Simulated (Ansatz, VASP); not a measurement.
# Two plane-wave programs on SnSe

File INCAR:

```
SYSTEM = SnSe
ALGO = Normal
EDIFF = 1E-7
ENCUT = 520
GGA = PS
ISIF = 2
ISMEAR = 0
LASPH = .True.
LCHARG = .True.
LELF = .True.
LREAL = .False.
LVHAR = .True.
LWAVE = .False.
NBANDS = 17
NELM = 100
PREC = Accurate
SIGMA = 0.05
```

KPOINTS

```
k-points
0
Gamma
  10 10 10
  0 0 0
```

POSCAR

```
SnSe
1.0
    0.0000000000      3.3369722726      2.3592393967
    3.3369722726      0.0000000000      2.3592393967
    3.3369722726      3.3369722726      0.0000000000
Sn Se
1 1
Direct
    0.0000000000      0.0000000000      0.0000000000
    0.5000000000      0.5000000000      0.5000000000
```

Input for Ansatz:

```yaml
crystal:
  lattice:
    - [0.0, 3.3369722726, 2.3592393967]
    - [3.3369722726, 0.0, 2.3592393967]
    - [3.3369722726, 3.3369722726, 0.0]
  atoms:
    - { symbol: Sn, position: [0.0, 0.0, 0.0] }
    - { symbol: Se, position: [0.5, 0.5, 0.5] }
basis:
  ecutwfc: 420
kpoints:
  mp_grid: { grid: [10, 10, 10] }
hamiltonian:
  xc: pbesol
scf:
  occupations: { method: gaussian, width: 0.05 }
output:
  forces: true
  stress: true
  eigenvalues: true
```

Alike in both runs: task single point; functional PBEsol; k mesh 10 × 10 × 10; occupations gaussian, width 0.05 eV; no spin polarisation.

```csv
,VASP,Ansatz
version,VASP 6.6.1,Ansatz 0.2.0
potentials or method,"VASP PAW PBE potentials, release 64 (Sn_d, Se), cutoff 520 eV","scalar-relativistic, plane waves, PAW"
valence electrons in the cell,20,30
```

|  | VASP | Ansatz | Ansatz less VASP |
| --- | --- | --- | --- |
| gap on the k mesh at the Fermi level (eV) | none | none | - |
| pressure (GPa) | 16.8 | 16.9 | +0.02 |
| traceless stress, the component that is largest in VASP (GPa) | 39.58 | 39.60 | +0.025 |

VASP's potentials were made for PBE, not for PBEsol. A gap of «none» marks a metal or a gap that the smearing closes. The functional is the same, so the differences come from potentials, cutoffs and numerics. VASP's potentials hold 20 valence electrons a cell and Ansatz's 30, so a difference there can come from the potentials and not from the codes.
